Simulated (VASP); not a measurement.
# Fe (Im-3m) in VASP: further runs

The runs below take Fe through single point, with r2SCAN.

Program: VASP 6.6.1. These are calculated values, not measurements. Logs are shortened: lines on timing, memory, paths and dates and some standing lists are left out, and cuts for length are marked.

## 1. The cell of the first run

It takes space group Im-3m (No. 229, cubic). Conventional cell: a = 2.869 Å, b = 2.869 Å, c = 2.869 Å, α = 90.00°, β = 90.00°, γ = 90.00°. Within 3.3 Å of Fe (site symmetry m-3m) lie 14 Fe at 2.48 to 2.87 Å.

## 2. Single point, r2SCAN, collinear spin, ferromagnetic start

POSCAR reads:

```
Fe
1.0
   -1.4345540696      1.4345540696      1.4345540696
    1.4345540696     -1.4345540696      1.4345540696
    1.4345540696      1.4345540696     -1.4345540696
Fe
1
Direct
    0.0000000000      0.0000000000      0.0000000000
```

INCAR.step1 reads:

```
ALGO = Normal
EDIFF = 1E-4
ENCUT = 520
GGA = PE
ISMEAR = 1
ISPIN = 2
LASPH = T
LCHARG = F
LMAXMIX = 4
LREAL = F
LWAVE = T
MAGMOM = 2.804
NBANDS = 14
NELM = 150
PREC = Accurate
SIGMA = 0.2
```

INCAR.step2 reads:

```
ALGO = Normal
EDIFF = 1E-7
ENCUT = 520
ISIF = 2
ISMEAR = 1
ISPIN = 2
ISTART = 1
LASPH = T
LCHARG = F
LMAXMIX = 4
LMIXTAU = T
LORBIT = 11
LREAL = F
LWAVE = F
MAGMOM = 2.804
METAGGA = R2SCAN
NBANDS = 14
NELM = 150
PREC = Accurate
SIGMA = 0.2
```

KPOINTS reads:

```
k-points
0
Gamma
  15 15 15
```

Potentials or basis: VASP PAW PBE potentials, release 64 (Fe).

The run is started by

```
$ cat potpaw_PBE.64/Fe/POTCAR > POTCAR
$ cp INCAR.step1 INCAR
$ mpirun -np 1 vasp_std > vasp.out
$ cp INCAR.step2 INCAR
$ mpirun -np 1 vasp_std > vasp.out
```

OUTCAR:

```text
EDIFF = 1E-7
   ENCUT = 520
   ISIF = 2
   ISMEAR = 1
   ISPIN = 2
   ISTART = 1
   LASPH = T
   LORBIT = 11
   LREAL = F
   METAGGA = R2SCAN
   NELM = 150
   PREC = Accurate

 ion  position               nearest neighbor table
   1  0.000  0.000  0.000-

  LATTYP: Found a body centered cubic cell.
 ALAT       =     2.8691081392

  Lattice vectors:

 A1 = (  -1.4345540696,   1.4345540696,   1.4345540696)
 A2 = (   1.4345540696,  -1.4345540696,   1.4345540696)
 A3 = (   1.4345540696,   1.4345540696,  -1.4345540696)

Analysis of symmetry for initial positions (statically):
=====================================================================
 Subroutine PRICEL returns:
 Original cell was already a primitive cell.

 Routine SETGRP: Setting up the symmetry group for a
 body centered cubic supercell.

 Subroutine GETGRP returns: Found 48 space group operations
 (whereof 48 operations were pure point group operations)
 out of a pool of 48 trial point group operations.

The static configuration has the point symmetry O_h .

Analysis of symmetry for dynamics (positions and initial velocities):
=====================================================================
 Subroutine PRICEL returns:
 Original cell was already a primitive cell.

 Routine SETGRP: Setting up the symmetry group for a
 body centered cubic supercell.

 Subroutine GETGRP returns: Found 48 space group operations
 (whereof 48 operations were pure point group operations)
 out of a pool of 48 trial point group operations.

The dynamic configuration has the point symmetry O_h .

Analysis of structural, dynamic, and magnetic symmetry:
=====================================================================
 Subroutine PRICEL returns:
 Original cell was already a primitive cell.

 Routine SETGRP: Setting up the symmetry group for a
 body centered cubic supercell.

 Subroutine GETGRP returns: Found 48 space group operations
 (whereof 48 operations were pure point group operations)
 out of a pool of 48 trial point group operations.

The overall configuration has the point symmetry O_h .

 Subroutine INISYM returns: Found 48 space group operations
 (whereof 48 operations are pure point group operations),
 and found     1 'primitive' translations

----------------------------------------------------------------------------------------

                                     Primitive cell

  volume of cell :      11.8089

  direct lattice vectors                    reciprocal lattice vectors
    -1.434554070  1.434554070  1.434554070     0.000000000  0.348540366  0.348540366
     1.434554070 -1.434554070  1.434554070     0.348540366  0.000000000  0.348540366
     1.434554070  1.434554070 -1.434554070     0.348540366  0.348540366  0.000000000

[... 117 lines left out ...]
   NGX =  9   NGY =  9   NGZ =  9

 number of electron       7.9999996 magnetization       2.6706019

 Free energy of the ion-electron system (eV)
  ---------------------------------------------------
  ext. energy  EPLUGINS =         0.00000000
  ---------------------------------------------------
  free energy    TOTEN  =       -14.35986403 eV

  energy without entropy =      -14.36003962  energy(sigma->0) =      -14.35992256

 E-fermi :   5.4573     XC(G=0): -14.0000

 val. band max:        5.4447357125   @ k =   0.1333   0.0667   0.0000
 cond. band min:       5.4622428676   @ k =  -0.2667   0.2667   0.2667
 fundamental gap:      0.0175071551
 Fermi energy:         5.4573323481

 spin component 1

 k-point     1 :       0.0000    0.0000    0.0000
  band No.  band energies     occupation
      1      -3.0310      1.00000
      2       2.3655      1.00000
      3       2.3656      1.00000
      4       2.3656      1.00000
      5       3.5724      1.00000
      6       3.5724      1.00000
      7      31.0518      0.00000
      8      31.0519      0.00000
      9      31.0519      0.00000
     10      35.8713      0.00000
     11      35.8713      0.00000
     12      37.5136      0.00000
     13      37.5136      0.00000
     14      37.5143      0.00000
[... 379 lines left out ...]
      3       2.6018      1.00000
      4       3.6038      1.00000
      5       4.0827      1.00000
      6       8.9936     -0.00000
      7      12.5636      0.00000
      8      18.0601      0.00000
      9      24.7045      0.00000
     10      31.8337      0.00000
     11      36.6718      0.00000
     12      39.5069      0.00000
     13      43.3754      0.00000
     14      50.0011      0.00000

 [... further k-points ...]

 spin component 2

 k-point     1 :       0.0000    0.0000    0.0000
  band No.  band energies     occupation
      1      -3.6482      1.00000
      2       5.8288     -0.01232
      3       5.8289     -0.01231
      4       5.8289     -0.01231
      5       8.0114     -0.00000
      6       8.0115     -0.00000
      7      30.6933      0.00000
      8      30.6934      0.00000
      9      30.6934      0.00000
     10      36.4677      0.00000
     11      36.4677      0.00000
     12      39.3071      0.00000
     13      39.3071      0.00000
     14      39.3075      0.00000
[... 379 lines left out ...]
      3       4.4878      1.00000
      4       7.7963     -0.00000
      5       8.2935     -0.00000
      6      10.8734      0.00000
      7      14.5841      0.00000
      8      19.1174      0.00000
      9      25.7126      0.00000
     10      32.4699      0.00000
     11      37.2626      0.00000
     12      40.9826      0.00000
     13      45.5594      0.00000
     14      50.8813      0.00000

 [... further k-points ...]
[... 5 lines left out ...]
  --------------------------------------------------------------------------------------
  -------------------------------------------------------------------------------------
  Total       -0.0273411     -0.0273411     -0.0273411      0.0000000      0.0000000      0.0000000
  in kB       -3.7095067     -3.7095067     -3.7095067      0.0000000      0.0000000      0.0000000
  external PRESSURE =      -3.7095067 kB  Pullay stress =       0.0000000 kB

 VOLUME and BASIS-vectors are now :
 -----------------------------------------------------------------------------
  energy-cutoff  :      520.00
  volume of cell :       11.81
      direct lattice vectors                 reciprocal lattice vectors
    -1.434554070  1.434554070  1.434554070     0.000000000  0.348540366  0.348540366
     1.434554070 -1.434554070  1.434554070     0.348540366  0.000000000  0.348540366
     1.434554070  1.434554070 -1.434554070     0.348540366  0.348540366  0.000000000

 POSITION                                       TOTAL-FORCE (eV/Angst)
 -----------------------------------------------------------------------------------
      0.00000      0.00000      0.00000         0.000000      0.000000     -0.000000
 -----------------------------------------------------------------------------------
    total drift:                                0.000000      0.000000      0.000000

  FREE ENERGIE OF THE ION-ELECTRON SYSTEM (eV)
  ---------------------------------------------------
  free  energy   TOTEN  =       -14.3598640334 eV

  energy  without entropy=      -14.3600396224  energy(sigma->0) =      -14.35992256

 total charge

# of ion       s       p       d       tot
------------------------------------------
    1        0.478   0.549   6.165   7.192

 magnetization (x)

# of ion       s       p       d       tot
------------------------------------------
    1       -0.012  -0.116   2.867   2.740
```

OSZICAR.step1:

```text
N       E                     dE             d eps       ncg     rms          rms(c)
DAV:   1     0.221617510265E+02    0.22162E+02   -0.37761E+03  7280   0.692E+02
DAV:   2    -0.825139653837E+01   -0.30413E+02   -0.27740E+02  7320   0.128E+02
DAV:   3    -0.918664006639E+01   -0.93524E+00   -0.93013E+00  8126   0.235E+01
DAV:   4    -0.918962856406E+01   -0.29885E-02   -0.29883E-02  7820   0.121E+00
DAV:   5    -0.918964341277E+01   -0.14849E-04   -0.14848E-04  7978   0.877E-02    0.110E+01
DAV:   6    -0.833084416737E+01    0.85880E+00   -0.10823E+01  8418   0.375E+01    0.600E+00
DAV:   7    -0.824710165156E+01    0.83743E-01   -0.79482E-01  8328   0.974E+00    0.340E+00
DAV:   8    -0.824052834885E+01    0.65733E-02   -0.94276E-03  7988   0.541E-01    0.136E+00
DAV:   9    -0.823357624840E+01    0.69521E-02   -0.77068E-03  8970   0.425E-01    0.307E-01
DAV:  10    -0.823363207981E+01   -0.55831E-04   -0.14698E-03  7686   0.336E-01    0.102E-01
DAV:  11    -0.823362406325E+01    0.80166E-05   -0.14149E-04  4606   0.115E-01
   1 F= -.82336241E+01 E0= -.82333833E+01  d E =-.722347E-03  mag=     2.2364
```

Wall time 62 s (1 thread of Intel Xeon 6975P-C (Granite Rapids), shared host); peak memory 0.14 GiB.

What came out:

* Free energy: -14.3599 eV
* Pressure: -0.4 GPa
* Net moment: 2.67 μB per cell
* Site moments: Fe +2.74 μB
* Valence electrons inside the program's atomic spheres: Fe 7.19

Caveat: the PAW data sets were made with another functional, which shifts forces and pressure a little.

## 3. Single point, r2SCAN, collinear spin, ferromagnetic start

POSCAR is that of step 2.

INCAR.step1 reads:

```
SYSTEM = Fe
PREC = Accurate ; ENCUT = 520
ISMEAR = 1 ; SIGMA = 0.3
LREAL = .False. ; LASPH = .True.
NELM = 150 ; ISPIN = 2
MAGMOM = 2.804 ; LMAXMIX = 4
NBANDS = 14 ; GGA = PE
ALGO = Normal ; EDIFF = 1E-4
LWAVE = .True. ; LCHARG = .False.
```

INCAR.step2 reads:

```
SYSTEM = Fe
PREC = Accurate ; ENCUT = 520
EDIFF = 1E-6 ; ISMEAR = 1
SIGMA = 0.3 ; LREAL = .False.
LASPH = .True. ; NELM = 150
ALGO = Normal ; ISIF = 2
LWAVE = .False. ; LCHARG = .False.
ISPIN = 2 ; MAGMOM = 2.804
LORBIT = 11 ; LMAXMIX = 4
METAGGA = R2SCAN ; LMIXTAU = .True.
NBANDS = 14 ; ISTART = 1
```

KPOINTS reads:

```
Automatic mesh
0
Gamma
  15 15 15
  0 0 0
```

Potentials or basis: VASP PAW PBE potentials, release 64 (Fe).

The run is started by

```
$ cat potpaw_PBE.64/Fe/POTCAR > POTCAR
$ cp INCAR.step1 INCAR
$ mpirun -np 1 vasp_std > vasp.out
$ cp INCAR.step2 INCAR
$ mpirun -np 1 vasp_std > vasp.out
```

OUTCAR:

```text
SYSTEM = Fe
   PREC = Accurate
   ENCUT = 520
   EDIFF = 1E-6
   ISMEAR = 1
   LREAL = .False.
   LASPH = .True.
   NELM = 150
   ISIF = 2
   ISPIN = 2
   LORBIT = 11
   METAGGA = R2SCAN
   ISTART = 1

 ion  position               nearest neighbor table
   1  0.000  0.000  0.000-

  LATTYP: Found a body centered cubic cell.
 ALAT       =     2.8691081392

  Lattice vectors:

 A1 = (  -1.4345540696,   1.4345540696,   1.4345540696)
 A2 = (   1.4345540696,  -1.4345540696,   1.4345540696)
 A3 = (   1.4345540696,   1.4345540696,  -1.4345540696)

Analysis of symmetry for initial positions (statically):
=====================================================================
 Subroutine PRICEL returns:
 Original cell was already a primitive cell.

 Routine SETGRP: Setting up the symmetry group for a
 body centered cubic supercell.

 Subroutine GETGRP returns: Found 48 space group operations
 (whereof 48 operations were pure point group operations)
 out of a pool of 48 trial point group operations.

The static configuration has the point symmetry O_h .

Analysis of symmetry for dynamics (positions and initial velocities):
=====================================================================
 Subroutine PRICEL returns:
 Original cell was already a primitive cell.

 Routine SETGRP: Setting up the symmetry group for a
 body centered cubic supercell.

 Subroutine GETGRP returns: Found 48 space group operations
 (whereof 48 operations were pure point group operations)
 out of a pool of 48 trial point group operations.

The dynamic configuration has the point symmetry O_h .

Analysis of structural, dynamic, and magnetic symmetry:
=====================================================================
 Subroutine PRICEL returns:
 Original cell was already a primitive cell.

 Routine SETGRP: Setting up the symmetry group for a
 body centered cubic supercell.

 Subroutine GETGRP returns: Found 48 space group operations
 (whereof 48 operations were pure point group operations)
 out of a pool of 48 trial point group operations.

The overall configuration has the point symmetry O_h .

 Subroutine INISYM returns: Found 48 space group operations
 (whereof 48 operations are pure point group operations),
 and found     1 'primitive' translations

----------------------------------------------------------------------------------------

                                     Primitive cell

  volume of cell :      11.8089

  direct lattice vectors                    reciprocal lattice vectors
    -1.434554070  1.434554070  1.434554070     0.000000000  0.348540366  0.348540366
     1.434554070 -1.434554070  1.434554070     0.348540366  0.000000000  0.348540366
     1.434554070  1.434554070 -1.434554070     0.348540366  0.348540366  0.000000000

  length of vectors
     2.484720535  2.484720535  2.484720535     0.492910512  0.492910512  0.492910512

  position of ions in fractional coordinates (direct lattice)
     0.000000000  0.000000000  0.000000000

  ion indices of the primitive-cell ions
   primitive index   ion index
                 1           1

----------------------------------------------------------------------------------------

 KPOINTS: Automatic mesh

Automatic generation of k-mesh.
 Grid dimensions read from file:
 generate k-points for:   15   15   15

 Generating k-lattice:

  Cartesian coordinates                     Fractional coordinates (reciprocal lattice)
     0.000000000  0.023236024  0.023236024     0.066666667  0.000000000  0.000000000
[... 65 lines left out ...]
   ISIF   =      2    stress and relaxation
   ISYM   =      2    0-nonsym 1-usesym 2-fastsym
   POTIM  = 0.5000    time-step for ionic-motion
   TEBEG  =    0.0;   TEEND  =   0.0 temperature during run
   PSTRESS=    0.0 pullay stress
   NELECT =       8.0000    total number of electrons
   NUPDOWN=      -1.0000    fix difference up-down
   EMIN   =  10.00;   EMAX   =-10.00  energy-range for DOS
   EFERMI =   0.00;   METHOD = LEGACY
   ISMEAR =     1;   SIGMA  =   0.30  broadening in eV -4-tet -1-fermi 0-gaus
   EFERMI_NEDOS =   21; number of points for ismear=-14 and -15
   IALGO  =     38    algorithm
   IMIX   =      4    mixing-type and parameters
     AMIX     =   0.40;   BMIX     =  1.00
     AMIX_MAG =   1.60;   BMIX_MAG =  1.00
  volume/ion in A,a.u.               =      11.81        79.69
  Fermi-wavevector in a.u.,A,eV,Ry     =   1.437809  2.717065 28.127258  2.067295
  Thomas-Fermi vector in A             =   2.556846
   LORBIT       =     11    0 simple, 1 ext, 2 COOP (PROOUT), +10 PAW based schemes
   METAGGA = R2SCAN    functional components
   LHFCALC =     F    Hartree Fock is set to
   AEXX    =    0.0000 exact exchange contribution
   IVDW    =     0    specifies the selected vdW correction
   LEPSILON=     F    determine dielectric tensor
   LRPA    =     F    only Hartree local field effects (RPA)
 spin polarized calculation
 Methfessel and Paxton  Order N= 1 SIGMA  =   0.30
  energy-cutoff  :      520.00
  volume of cell :       11.81
 maximum number of plane-waves:       333
   NGX =  9   NGY =  9   NGZ =  9

 number of electron       7.9999996 magnetization       2.6693868

 Free energy of the ion-electron system (eV)
  ---------------------------------------------------
  ext. energy  EPLUGINS =         0.00000000
  ---------------------------------------------------
  free energy    TOTEN  =       -14.35971101 eV

  energy without entropy =      -14.36051910  energy(sigma->0) =      -14.35998038

 E-fermi :   5.4526     XC(G=0): -13.9999

 val. band max:        5.4442446230   @ k =   0.1333   0.0667   0.0000
 cond. band min:       5.4632306362   @ k =  -0.2667   0.2667   0.2667
 fundamental gap:      0.0189860131
 Fermi energy:         5.4525749157

 spin component 1

 k-point     1 :       0.0000    0.0000    0.0000
  band No.  band energies     occupation
      1      -3.0304      1.00000
      2       2.3675      1.00000
      3       2.3676      1.00000
      4       2.3676      1.00000
      5       3.5735      1.00000
      6       3.5735      1.00000
      7      31.0526      0.00000
      8      31.0527      0.00000
      9      31.0527      0.00000
     10      35.8717      0.00000
     11      35.8717      0.00000
     12      37.5149      0.00000
     13      37.5149      0.00000
     14      37.5156      0.00000
[... 379 lines left out ...]
      3       2.6030      1.00000
      4       3.6052      1.00000
      5       4.0844      1.00000
      6       8.9947     -0.00000
      7      12.5648      0.00000
      8      18.0610      0.00000
      9      24.7053      0.00000
     10      31.8346      0.00000
     11      36.6725      0.00000
     12      39.5077      0.00000
     13      43.3763      0.00000
     14      50.0019      0.00000

 [... further k-points ...]

 spin component 2

 k-point     1 :       0.0000    0.0000    0.0000
  band No.  band energies     occupation
      1      -3.6490      1.00000
      2       5.8284     -0.03534
      3       5.8284     -0.03534
      4       5.8284     -0.03534
      5       8.0136     -0.00000
      6       8.0137     -0.00000
      7      30.6925      0.00000
      8      30.6926      0.00000
      9      30.6926      0.00000
     10      36.4681      0.00000
     11      36.4682      0.00000
     12      39.3063      0.00000
     13      39.3063      0.00000
     14      39.3068      0.00000
[... 379 lines left out ...]
      3       4.4876      1.00003
      4       7.7976     -0.00000
      5       8.2950     -0.00000
      6      10.8736     -0.00000
      7      14.5841      0.00000
      8      19.1172      0.00000
      9      25.7123      0.00000
     10      32.4694      0.00000
     11      37.2621      0.00000
     12      40.9824      0.00000
     13      45.5596      0.00000
     14      50.8808      0.00000

 [... further k-points ...]
[... 5 lines left out ...]
  --------------------------------------------------------------------------------------
  -------------------------------------------------------------------------------------
  Total       -0.0295601     -0.0295601     -0.0295601     -0.0000000      0.0000000     -0.0000000
  in kB       -4.0105644     -4.0105644     -4.0105644     -0.0000000      0.0000000     -0.0000000
  external PRESSURE =      -4.0105644 kB  Pullay stress =       0.0000000 kB

 VOLUME and BASIS-vectors are now :
 -----------------------------------------------------------------------------
  energy-cutoff  :      520.00
  volume of cell :       11.81
      direct lattice vectors                 reciprocal lattice vectors
    -1.434554070  1.434554070  1.434554070     0.000000000  0.348540366  0.348540366
     1.434554070 -1.434554070  1.434554070     0.348540366  0.000000000  0.348540366
     1.434554070  1.434554070 -1.434554070     0.348540366  0.348540366  0.000000000

 POSITION                                       TOTAL-FORCE (eV/Angst)
 -----------------------------------------------------------------------------------
      0.00000      0.00000      0.00000        -0.000000      0.000000      0.000000
 -----------------------------------------------------------------------------------
    total drift:                                0.000000      0.000000      0.000000

  FREE ENERGIE OF THE ION-ELECTRON SYSTEM (eV)
  ---------------------------------------------------
  free  energy   TOTEN  =       -14.3597110134 eV

  energy  without entropy=      -14.3605191012  energy(sigma->0) =      -14.35998038

 total charge

# of ion       s       p       d       tot
------------------------------------------
    1        0.478   0.549   6.166   7.192

 magnetization (x)

# of ion       s       p       d       tot
------------------------------------------
    1       -0.012  -0.116   2.867   2.739
```

Run time: 57 s. Hardware: 1 thread of Intel Xeon 6975P-C (Granite Rapids), shared host; peak memory 0.15 GiB.

What came out:

```yaml
Free_energy: -14.3597 eV
Pressure: -0.4 GPa
Net_moment: 2.67 μB per cell
Site_moments: Fe +2.74 μB
Valence_electrons_inside_the_program's_atomic_spheres: Fe 7.19
```

Caveat: the PAW data sets were made with another functional, which shifts forces and pressure a little.
